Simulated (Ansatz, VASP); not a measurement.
## One calculation of KCl, two programs

INCAR

```
ALGO = Normal ; EDIFF = 1E-6
ENCUT = 520 ; GGA = PE
ISIF = 2 ; ISMEAR = 0
LASPH = T ; LCHARG = F
LREAL = F ; LWAVE = F
NBANDS = 15 ; NELM = 100
PREC = Accurate ; SIGMA = 0.05
```

The input KPOINTS:

```
k-points
0
Gamma
  8 8 8
```

File POSCAR:

```
KCl
1.0
    3.8917942621      0.0000000000      0.0000000000
    0.0000000000      3.8917942621      0.0000000000
    0.0000000000      0.0000000000      3.7361224916
K Cl
1 1
Direct
    0.0000000000      0.0000000000      0.0000000000
    0.5000000000      0.5000000000      0.5000000000
```

Input for Ansatz:

```yaml
crystal:
  lattice:
    - [3.8917942621, 0.0, 0.0]
    - [0.0, 3.8917942621, 0.0]
    - [0.0, 0.0, 3.7361224916]
  atoms:
    - { symbol: K, position: [0.0, 0.0, 0.0] }
    - { symbol: Cl, position: [0.5, 0.5, 0.5] }
basis:
  ecutwfc: 420
kpoints:
  mp_grid: { grid: [8, 8, 8] }
hamiltonian:
  xc: pbe
scf:
  occupations: { method: gaussian, width: 0.05 }
output:
  forces: true
  stress: true
  eigenvalues: true
```

Alike in both runs: task single point; functional PBE; k mesh 8 × 8 × 8; occupations gaussian, width 0.05 eV; no spin polarisation.

```csv
,VASP,Ansatz
version,VASP 6.6.1,Ansatz 0.2.0
potentials or method,"VASP PAW PBE potentials, release 64 (K_sv, Cl), cutoff 520 eV","scalar-relativistic, plane waves, PAW"
valence electrons in the cell,16,16
```

```csv
,VASP,Ansatz,Ansatz less VASP
gap on the k mesh at the Fermi level (eV),4.65,4.65,0.000
least direct gap on the mesh (eV),4.83,4.83,0.000
pressure (GPa),0.0,0.0,-0.01
"traceless stress, the component that is largest in VASP (GPa)",1.18,1.18,+0.001
```
